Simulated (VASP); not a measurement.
Here is a VASP 6.6.1 calculation.

Contents of INCAR:

```
PREC     = Accurate       # precision mode
ENCUT    = 520            # plane-wave cutoff, eV
EDIFF    = 1E-6           # SCF threshold, eV
ISMEAR   = 0              # smearing method
SIGMA    = 0.1            # smearing width, eV
LREAL    = F              # projectors in reciprocal space
LASPH    = T              # aspherical terms in the spheres
NELM     = 100            # most SCF steps
ALGO     = Normal         # electronic algorithm
ISIF     = 2              # what is computed and relaxed
LWAVE    = F              # write WAVECAR
LCHARG   = F              # write CHGCAR
GGA      = PE             # functional
NBANDS   = 22             # bands
```

KPOINTS

```
Automatic mesh
0
Gamma
  10 10 8
```

Contents of POSCAR:

```
Sr2B3
1.0
    2.2562582137     -5.1201269965      0.0000000000
    2.2562582137      5.1201269965      0.0000000000
    0.0000000000      0.0000000000      5.8453516796
Sr B
2 3
Direct
    0.0000000000      0.0000000000      0.5000000000
    0.5000000000      0.5000000000      0.0000000000
    0.0000000000      0.5000000000      0.0000000000
    0.5000000000      0.0000000000      0.0000000000
    0.5000000000      0.5000000000      0.5000000000
```

Potentials or basis: VASP PAW PBE potentials, release 64 (Sr_sv, B).

Launch:

```bash
$ cat potpaw_PBE.64/Sr_sv/POTCAR potpaw_PBE.64/B/POTCAR > POTCAR
$ mpirun -np 1 vasp_std > vasp.out
```

Question: What does it give for the pressure?

Answer: 0.1 GPa.

Question: Estimate the band gap on the k mesh.

Answer: Zero (an odd number of electrons rules out a gap without spin polarisation).

Stress tensor (GPa, compression positive):
```
0.19 0.00 0.00
0.00 0.08 0.00
0.00 0.00 0.07
```
